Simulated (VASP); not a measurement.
A run of VASP 6.6.1:

The input POSCAR:

```
Ti
1.0
    0.0000000000      2.0568480121      2.0568480121
    2.0568480121      0.0000000000      2.0568480121
    2.0568480121      2.0568480121      0.0000000000
Ti
1
Direct
    0.0000000000      0.0000000000      0.0000000000
```

Contents of INCAR.step1:

```
  PREC = Accurate
  ENCUT = 550
  ISMEAR = 1
  SIGMA = 0.05
  LREAL = F
  LASPH = T
  NELM = 120
  NBANDS = 12
  GGA = PE
  ALGO = Normal
  EDIFF = 1E-5
  LWAVE = T
  LCHARG = F
  GGA_COMPAT = F
```

Contents of INCAR.step2:

```
  PREC = Accurate
  ENCUT = 550
  EDIFF = 1E-6
  ISMEAR = 1
  SIGMA = 0.05
  LREAL = F
  LASPH = T
  NELM = 120
  ALGO = Normal
  ISIF = 2
  LWAVE = F
  LCHARG = F
  METAGGA = R2SCAN
  LMIXTAU = T
  NBANDS = 12
  ISTART = 1
  GGA_COMPAT = F
```

File KPOINTS:

```
Automatic mesh
0
Gamma
  7 7 7
```

Potentials or basis: VASP PAW PBE potentials, release 64 (Ti_sv).

Command:

```sh
$ cat potpaw_PBE.64/Ti_sv/POTCAR > POTCAR
$ cp INCAR.step1 INCAR
$ mpirun -np 1 vasp_std > vasp.out
$ cp INCAR.step2 INCAR
$ mpirun -np 1 vasp_std > vasp.out
```

Hardware: 1 thread of Intel(R) Xeon(R) Platinum 8488C (Sapphire Rapids), with other jobs on the host.

**Question.** How long does it take, and how much memory?

**Answer.** It took 18 s on 1 thread of Intel(R) Xeon(R) Platinum 8488C (Sapphire Rapids), on a shared host, peak memory 0.14 GiB. Counts: k points 20.
